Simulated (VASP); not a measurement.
# V (Im-3m) in VASP: notebook

V is run at these levels: LDA, PBE; tasks: single point.

All numbers are computed with VASP 6.6.1; they aren't measurements. Logs are shortened: lines on timing, memory, paths and dates and some standing lists are left out, and cuts for length are marked.

## Step 1: The cell of the first run

It takes space group Im-3m (No. 229, cubic). The conventional cell has a = 2.923 Å, b = 2.923 Å, c = 2.923 Å, α = 90.00°, β = 90.00°, γ = 90.00°. Within 3.3 Å of V (site symmetry m-3m) lie 14 V at 2.53 to 2.92 Å.

## Step 2: Single point, LDA, collinear spin, ferromagnetic start

Input file INCAR:

```
PREC     = Accurate       # precision mode
ENCUT    = 520            # plane-wave cutoff, eV
EDIFF    = 1E-6           # SCF threshold, eV
ISMEAR   = -1             # smearing method
SIGMA    = 0.05           # smearing width, eV
LREAL    = False          # projectors in reciprocal space
LASPH    = True           # aspherical terms in the spheres
NELM     = 150            # most SCF steps
ALGO     = Normal         # electronic algorithm
ISIF     = 2              # what is computed and relaxed
LWAVE    = False          # write WAVECAR
LCHARG   = True           # write CHGCAR
ISPIN    = 2              # spin polarisation
MAGMOM   = 2              # initial moments
LORBIT   = 11             # projections on sites
LMAXMIX  = 4              # l up to which the mixer works
GGA      = CA             # functional
LELF     = True           # ELF
LVHAR    = True         
NBANDS   = 16             # bands
```

Input file KPOINTS:

```
regular mesh
0
Gamma
  12 12 12
```

Input file POSCAR:

```
V
1.0
   -1.4617345862      1.4617345862      1.4617345862
    1.4617345862     -1.4617345862      1.4617345862
    1.4617345862      1.4617345862     -1.4617345862
V
1
Direct
    0.0000000000      0.0000000000      0.0000000000
```

Potentials or basis: VASP PAW LDA potentials, release 64 (V_sv).

Command:

```bash
cat potpaw_LDA.64/V_sv/POTCAR > POTCAR
mpirun -np 1 vasp_std > vasp.out
```

OUTCAR:

```text
PREC = Accurate
   ENCUT = 520
   EDIFF = 1E-6
   ISMEAR = -1
   LREAL = False
   LASPH = True
   NELM = 150
   ISIF = 2
   ISPIN = 2
   LORBIT = 11
   GGA = CA

 ion  position               nearest neighbor table
   1  0.000  0.000  0.000-

  LATTYP: Found a body centered cubic cell.
 ALAT       =     2.9234691724

  Lattice vectors:

 A1 = (  -1.4617345862,   1.4617345862,   1.4617345862)
 A2 = (   1.4617345862,  -1.4617345862,   1.4617345862)
 A3 = (   1.4617345862,   1.4617345862,  -1.4617345862)

Analysis of symmetry for initial positions (statically):
=====================================================================
 Subroutine PRICEL returns:
 Original cell was already a primitive cell.

 Routine SETGRP: Setting up the symmetry group for a
 body centered cubic supercell.

 Subroutine GETGRP returns: Found 48 space group operations
 (whereof 48 operations were pure point group operations)
 out of a pool of 48 trial point group operations.

The static configuration has the point symmetry O_h .

Analysis of symmetry for dynamics (positions and initial velocities):
=====================================================================
 Subroutine PRICEL returns:
 Original cell was already a primitive cell.

 Routine SETGRP: Setting up the symmetry group for a
 body centered cubic supercell.

 Subroutine GETGRP returns: Found 48 space group operations
 (whereof 48 operations were pure point group operations)
 out of a pool of 48 trial point group operations.

The dynamic configuration has the point symmetry O_h .

Analysis of structural, dynamic, and magnetic symmetry:
=====================================================================
 Subroutine PRICEL returns:
 Original cell was already a primitive cell.

 Routine SETGRP: Setting up the symmetry group for a
 body centered cubic supercell.

 Subroutine GETGRP returns: Found 48 space group operations
 (whereof 48 operations were pure point group operations)
 out of a pool of 48 trial point group operations.

The overall configuration has the point symmetry O_h .

 Subroutine INISYM returns: Found 48 space group operations
 (whereof 48 operations are pure point group operations),
 and found     1 'primitive' translations

----------------------------------------------------------------------------------------

                                     Primitive cell

  volume of cell :      12.4930

  direct lattice vectors                    reciprocal lattice vectors
    -1.461734586  1.461734586  1.461734586     0.000000000  0.342059362  0.342059362
     1.461734586 -1.461734586  1.461734586     0.342059362  0.000000000  0.342059362
     1.461734586  1.461734586 -1.461734586     0.342059362  0.342059362  0.000000000

  length of vectors
     2.531798570  2.531798570  2.531798570     0.483744989  0.483744989  0.483744989

  position of ions in fractional coordinates (direct lattice)
     0.000000000  0.000000000  0.000000000

  ion indices of the primitive-cell ions
   primitive index   ion index
                 1           1

----------------------------------------------------------------------------------------

 KPOINTS: regular mesh

Automatic generation of k-mesh.
 Grid dimensions read from file:
 generate k-points for:   12   12   12

 Generating k-lattice:

  Cartesian coordinates                     Fractional coordinates (reciprocal lattice)
     0.000000000  0.028504947  0.028504947     0.083333333  0.000000000  0.000000000
     0.028504947  0.000000000  0.028504947     0.000000000  0.083333333  0.000000000
     0.028504947  0.028504947  0.000000000     0.000000000  0.000000000  0.083333333

  Length of vectors
     0.040312082  0.040312082  0.040312082

  Shift w.r.t. Gamma in fractional coordinates (k-lattice)
     0.000000000  0.000000000  0.000000000

 Subroutine IBZKPT returns following result:
 ===========================================

 Found     72 irreducible k-points:

 Following reciprocal coordinates:
            Coordinates               Weight
  0.000000  0.000000  0.000000      1.000000
  0.083333  0.000000  0.000000     12.000000
  0.166667  0.000000  0.000000     12.000000
  0.250000  0.000000  0.000000     12.000000
  0.333333  0.000000  0.000000     12.000000
  0.416667  0.000000  0.000000     12.000000
[... 16 lines left out ...]
  0.333333  0.083333  0.083333     24.000000
  0.416667  0.083333  0.083333     12.000000
 [... further k-points ...]
   k-points           NKPTS =     72   k-points in BZ     NKDIM =     72   number of bands    NBANDS=     16
   number of dos      NEDOS =    301   number of ions     NIONS =      1
   total plane-waves  NPLWV =   8000
   dimension x,y,z NGX =    20 NGY =   20 NGZ =   20
   dimension x,y,z NGXF=    40 NGYF=   40 NGZF=   40
   ions per type =               1
   NGX,Y,Z   is equivalent  to a cutoff of  13.13, 13.13, 13.13 a.u.
   NGXF,Y,Z  is equivalent  to a cutoff of  26.27, 26.27, 26.27 a.u.
 SYSTEM =  unknown system
   PREC   = accura    normal or accurate (medium, high low for compatibility)
   ISTART =      0    job   : 0-new  1-cont  2-samecut
   ICHARG =      2    charge: 1-file 2-atom 10-const
   ISPIN  =      2    spin polarized calculation?
   LNONCOLLINEAR =      F non collinear calculations
   LSORBIT =      F    spin-orbit coupling
   LASPH  =      T    aspherical Exc in radial PAW
   ENCUT  =  520.0 eV  38.22 Ry    6.18 a.u.   4.71  4.71  4.71*2*pi/ulx,y,z
   NELM   =    150;   NELMIN=  2; NELMDL= -5     # of ELM steps
   EDIFF  = 0.1E-05   stopping-criterion for ELM
   LREAL  =      F    real-space projection
[... 7 lines left out ...]
   TEBEG  =    0.0;   TEEND  =   0.0 temperature during run
   PSTRESS=    0.0 pullay stress
   NELECT =      13.0000    total number of electrons
   NUPDOWN=      -1.0000    fix difference up-down
   EMIN   =  10.00;   EMAX   =-10.00  energy-range for DOS
   EFERMI =   0.00;   METHOD = LEGACY
   ISMEAR =    -1;   SIGMA  =   0.05  broadening in eV -4-tet -1-fermi 0-gaus
   EFERMI_NEDOS =   21; number of points for ismear=-14 and -15
   IALGO  =     38    algorithm
   IMIX   =      4    mixing-type and parameters
     AMIX     =   0.40;   BMIX     =  1.00
     AMIX_MAG =   1.60;   BMIX_MAG =  1.00
  volume/ion in A,a.u.               =      12.49        84.31
  Fermi-wavevector in a.u.,A,eV,Ry     =   1.658953  3.134967 37.444937  2.752125
  Thomas-Fermi vector in A             =   2.746445
   LORBIT       =     11    0 simple, 1 ext, 2 COOP (PROOUT), +10 PAW based schemes
   GGA     = CA    functional components
   LHFCALC =     F    Hartree Fock is set to
   AEXX    =    0.0000 exact exchange contribution
   IVDW    =     0    specifies the selected vdW correction
   LEPSILON=     F    determine dielectric tensor
   LRPA    =     F    only Hartree local field effects (RPA)
 spin polarized calculation
  energy-cutoff  :      520.00
  volume of cell :       12.49
 maximum number of plane-waves:       370
   NGX =  9   NGY =  9   NGZ =  9

 number of electron      13.0000010 magnetization      -0.0015383

 number of electron      13.0000010 magnetization       0.0004711

 Free energy of the ion-electron system (eV)
  ---------------------------------------------------
  ext. energy  EPLUGINS =         0.00000000
  ---------------------------------------------------
  free energy    TOTEN  =        -9.95324168 eV

  energy without entropy =       -9.93736004  energy(sigma->0) =       -9.94530086

 E-fermi :  10.4668     XC(G=0): -13.6429

 val. band max:       10.4611233562   @ k =  -0.4167   0.5000   0.0833
 cond. band min:      10.5079562920   @ k =  -0.1667   0.2500   0.0833
 fundamental gap:      0.0468329358
 Fermi energy:        10.4667974791

 spin component 1

 k-point     1 :       0.0000    0.0000    0.0000
  band No.  band energies     occupation
      1     -52.4079      1.00000
      2     -25.9689      1.00000
      3     -25.9689      1.00000
      4     -25.9689      1.00000
      5       3.7978      1.00000
      6      10.8695      0.00032
[... 8 lines left out ...]
     15      39.3869      0.00000
     16      44.1343      0.00000

 k-point     2 :       0.0833    0.0000    0.0000
  band No.  band energies     occupation
      1     -52.3895      1.00000
      2     -26.0516      1.00000
      3     -25.9937      1.00000
      4     -25.9697      1.00000
      5       4.0976      1.00000
      6      10.7372      0.00446
[... 8 lines left out ...]
     15      39.8217      0.00000
     16      41.7469      0.00000
[... 387 lines left out ...]
      5       7.5592      1.00000
      6       9.1587      1.00000
[... 8 lines left out ...]
     15      41.0176      0.00000
     16      42.0629      0.00000

 k-point    24 :       0.4167    0.0833    0.0833
  band No.  band energies     occupation
      1     -52.1218      1.00000
      2     -27.0631      1.00000
      3     -26.3862      1.00000
      4     -26.0562      1.00000
      5       7.5213      1.00000
      6       9.0767      1.00000
[... 8 lines left out ...]
     15      41.1769      0.00000
     16      41.4784      0.00000

 [... further k-points ...]

 spin component 2

 k-point     1 :       0.0000    0.0000    0.0000
  band No.  band energies     occupation
      1     -52.4076      1.00000
      2     -25.9686      1.00000
      3     -25.9686      1.00000
      4     -25.9686      1.00000
      5       3.7981      1.00000
      6      10.8698      0.00032
[... 8 lines left out ...]
     15      39.3872      0.00000
     16      44.1346      0.00000

 k-point     2 :       0.0833    0.0000    0.0000
  band No.  band energies     occupation
      1     -52.3892      1.00000
      2     -26.0513      1.00000
      3     -25.9934      1.00000
      4     -25.9694      1.00000
      5       4.0979      1.00000
      6      10.7375      0.00443
[... 8 lines left out ...]
     15      39.8220      0.00000
     16      41.7472      0.00000
[... 387 lines left out ...]
      5       7.5595      1.00000
      6       9.1590      1.00000
[... 8 lines left out ...]
     15      41.0179      0.00000
     16      42.0632      0.00000

 k-point    24 :       0.4167    0.0833    0.0833
  band No.  band energies     occupation
      1     -52.1215      1.00000
      2     -27.0628      1.00000
      3     -26.3859      1.00000
      4     -26.0559      1.00000
      5       7.5216      1.00000
      6       9.0770      1.00000
[... 8 lines left out ...]
     15      41.1771      0.00000
     16      41.4787      0.00000

 [... further k-points ...]
[... 5 lines left out ...]
  --------------------------------------------------------------------------------------
  -------------------------------------------------------------------------------------
  Total        0.0415625      0.0415625      0.0415625      0.0000000     -0.0000000      0.0000000
  in kB        5.3302414      5.3302414      5.3302414      0.0000000     -0.0000000      0.0000000
  external PRESSURE =       5.3302414 kB  Pullay stress =       0.0000000 kB

 VOLUME and BASIS-vectors are now :
 -----------------------------------------------------------------------------
  energy-cutoff  :      520.00
  volume of cell :       12.49
      direct lattice vectors                 reciprocal lattice vectors
    -1.461734586  1.461734586  1.461734586     0.000000000  0.342059362  0.342059362
     1.461734586 -1.461734586  1.461734586     0.342059362  0.000000000  0.342059362
     1.461734586  1.461734586 -1.461734586     0.342059362  0.342059362  0.000000000

 POSITION                                       TOTAL-FORCE (eV/Angst)
 -----------------------------------------------------------------------------------
      0.00000      0.00000      0.00000        -0.000000     -0.000000     -0.000000
 -----------------------------------------------------------------------------------
    total drift:                                0.000000     -0.000000      0.000000

  FREE ENERGIE OF THE ION-ELECTRON SYSTEM (eV)
  ---------------------------------------------------
  free  energy   TOTEN  =        -9.9532416847 eV

  energy  without entropy=       -9.9373600363  energy(sigma->0) =       -9.94530086

 total charge

# of ion       s       p       d       tot
------------------------------------------
    1        2.367   6.236   3.216  11.820

 magnetization (x)

# of ion       s       p       d       tot
------------------------------------------
    1        0.000   0.000   0.000   0.000
```

Wall time 18 s (1 thread of Intel Xeon Platinum 8559C (Emerald Rapids), shared host); peak memory 0.13 GiB.

Results:

```
Free energy                                           : -9.9532 eV
Pressure                                              : 0.5 GPa
Net moment                                            : 0.00 μB per cell
Valence electrons inside the program's atomic spheres : V 11.82
```

Levels at points of the mesh, in eV from the Fermi level:
Spin up:
| k point | band 4 | band 5 | band 6 | band 7 | band 8 | band 9 |
| --- | --- | --- | --- | --- | --- | --- |
| (0.00, 0.00, 0.00) | -36.44 | -6.67 | 0.40 | 0.40 | 0.40 | 2.60 |
| (0.50, 0.00, 0.00) | -36.45 | -3.44 | -1.31 | 2.03 | 2.63 | 3.01 |
| (0.50, 0.50, 0.50) | -37.23 | -3.38 | -3.38 | 4.11 | 4.11 | 4.11 |
Spin down:
| k point | band 2 | band 3 | band 4 | band 5 | band 6 | band 7 | band 8 | band 9 | band 10 | band 11 |
| --- | --- | --- | --- | --- | --- | --- | --- | --- | --- | --- |
| (0.00, 0.00, 0.00) | -36.44 | -36.44 | -36.44 | -6.67 | 0.40 | 0.40 | 0.40 | 2.60 | 2.60 | 21.12 |
| (0.50, 0.00, 0.00) | -37.61 | -36.80 | -36.45 | -3.44 | -1.31 | 2.03 | 2.63 | 3.01 | 4.56 | 11.17 |
| (0.50, 0.50, 0.50) | -37.23 | -37.23 | -37.23 | -3.38 | -3.38 | 4.11 | 4.11 | 4.11 | 10.95 | 10.95 |

(Continued in part 2 of 2.)
